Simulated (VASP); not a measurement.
Here is a VASP 6.6.1 calculation.

Contents of INCAR:

```
PREC     = Accurate       # precision mode
ENCUT    = 520            # plane-wave cutoff, eV
EDIFF    = 1E-6           # SCF threshold, eV
ISMEAR   = 0              # smearing method
SIGMA    = 0.05           # smearing width, eV
LREAL    = F              # projectors in reciprocal space
LASPH    = T              # aspherical terms in the spheres
NELM     = 100            # most SCF steps
ALGO     = Normal         # electronic algorithm
ISIF     = 2              # what is computed and relaxed
LWAVE    = F              # write WAVECAR
LCHARG   = T              # write CHGCAR
GGA      = PE             # functional
LELF     = T              # ELF
LVHAR    = T            
NBANDS   = 46             # bands
```

KPOINTS

```
Automatic mesh
0
Gamma
  4 4 4
```

The input POSCAR:

```
CdSe
1.0
    6.2421802641      0.3632609126      0.0983710552
   -0.3632609126     -6.2110759367     -0.2472054890
   -0.0983710552     -0.2472054890     -6.2732368699
Cd Se
4 4
Direct
   -0.0094983159      0.0404873498     -0.0024058547
    0.5527855841      0.5085554224     -0.0281670126
    0.4797762677     -0.0285859341      0.5206687339
   -0.0142424730      0.5077230483      0.5050181159
    0.7566999247      0.7333971219      0.7573660756
    0.2492073906      0.2818956802      0.7586057704
    0.2582809042      0.7535426695      0.2602802347
    0.7269907175      0.2029846419      0.2286339369
```

Potentials or basis: VASP PAW PBE potentials, release 64 (Cd, Se).

Launch:

```bash
$ cat potpaw_PBE.64/Cd/POTCAR potpaw_PBE.64/Se/POTCAR > POTCAR
$ mpirun -np 1 vasp_std > vasp.out
```

**Question.** Estimate the largest force.

**Answer.** 5.852 eV/Å.

**Question.** Estimate the band gap on the k mesh.

**Answer.** 0.30 eV, direct.

**Question.** What does it give for the pressure?

**Answer.** 3.1 GPa.

Forces on the atoms (eV/Å):
```
Cd   0.295  0.871 -0.457
Cd  -3.147  3.165 -3.756
Cd   0.129 -0.584 -0.701
Cd  -0.094  0.364  0.390
Se   3.134 -3.673  3.307
Se   0.274  0.492  0.787
Se  -0.758  0.414  1.152
Se   0.168 -1.049 -0.721
```

Caveat: forces of over 1 eV/Å act on the atoms, so gaps and moduli don't describe the material at rest.
